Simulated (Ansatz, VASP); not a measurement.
B5P3 in VASP and in Ansatz

Contents of INCAR:

```
PREC = Accurate
ENCUT = 600
EDIFF = 1E-6
ISMEAR = 0
SIGMA = 0.1
LREAL = F
LASPH = T
NELM = 60
ALGO = Normal
ISIF = 3
LWAVE = F
LCHARG = F
GGA = PE
IBRION = 2
NSW = 90
EDIFFG = -0.04
```

The input KPOINTS:

```
regular mesh
0
Gamma
  6 6 6
```

Contents of POSCAR:

```
B5P3
1.0
   -2.4762886534      2.4762886534      2.9270205424
    2.4762886534     -2.4762886534      2.9270205424
    2.4762886534      2.4762886534     -2.9270205424
B P
5 3
Direct
    0.5000000000      0.5000000000      0.5000000000
    0.0000000000      0.0000000000      0.5000000000
    0.5000000000      0.0000000000      0.0000000000
    0.0000000000      0.5000000000      0.0000000000
    0.0000000000      0.0000000000      0.0000000000
    0.5000000000      0.0000000000      0.5000000000
    0.0000000000      0.5000000000      0.5000000000
    0.5000000000      0.5000000000      0.0000000000
```

Input for Ansatz:

```yaml
crystal:
  lattice:
    - [-2.4762886534, 2.4762886534, 2.9270205424]
    - [2.4762886534, -2.4762886534, 2.9270205424]
    - [2.4762886534, 2.4762886534, -2.9270205424]
  atoms:
    - { symbol: B, position: [0.5, 0.5, 0.5] }
    - { symbol: B, position: [0.0, 0.0, 0.5] }
    - { symbol: B, position: [0.5, 0.0, 0.0] }
    - { symbol: B, position: [0.0, 0.5, 0.0] }
    - { symbol: B, position: [0.0, 0.0, 0.0] }
    - { symbol: P, position: [0.5, 0.0, 0.5] }
    - { symbol: P, position: [0.0, 0.5, 0.5] }
    - { symbol: P, position: [0.5, 0.5, 0.0] }
basis:
  ecutwfc: 420
kpoints:
  mp_grid: { grid: [6, 6, 6] }
hamiltonian:
  xc: pbe
scf:
  occupations: { method: gaussian, width: 0.1 }
  lower_state_search: "off"
output:
  forces: true
  stress: true
  eigenvalues: true
relax:
  adjacent_minimum: "off"
  f_tol: 0.04
  max_steps: 70
  cell: { stress_tol: 0.4 }
```

Change from the starting cell: species swapped into the Li3Mg5 type (I4/mmm, No. 139).

Alike in both runs: task relaxation of cell and atoms; functional PBE; k mesh 6 × 6 × 6; occupations gaussian, width 0.1 eV; no spin polarisation.

|  | VASP | Ansatz |
| --- | --- | --- |
| version | VASP 6.6.1 | Ansatz 0.2.0 |
| potentials or method | VASP PAW PBE potentials, release 64 (B, P), cutoff 600 eV | scalar-relativistic, plane waves, PAW |
| valence electrons in the cell | 30 | 30 |

Ansatz gave:

| Property | Result |
| --- | --- |
| gap on the k mesh at the Fermi level, each at its own relaxed structure (eV) | none |
| relaxed volume (Å³/atom) | 9.05 |
| relaxed cell length with the largest relative difference (Å) | 4.561 |

**Question.** Estimate VASP's values.

**Answer.** gap on the k mesh at the Fermi level, each at its own relaxed structure (eV): none; relaxed volume (Å³/atom): 8.99; relaxed cell length with the largest relative difference (Å): 4.552.

A gap of «none» marks a metal or a gap that the smearing closes.
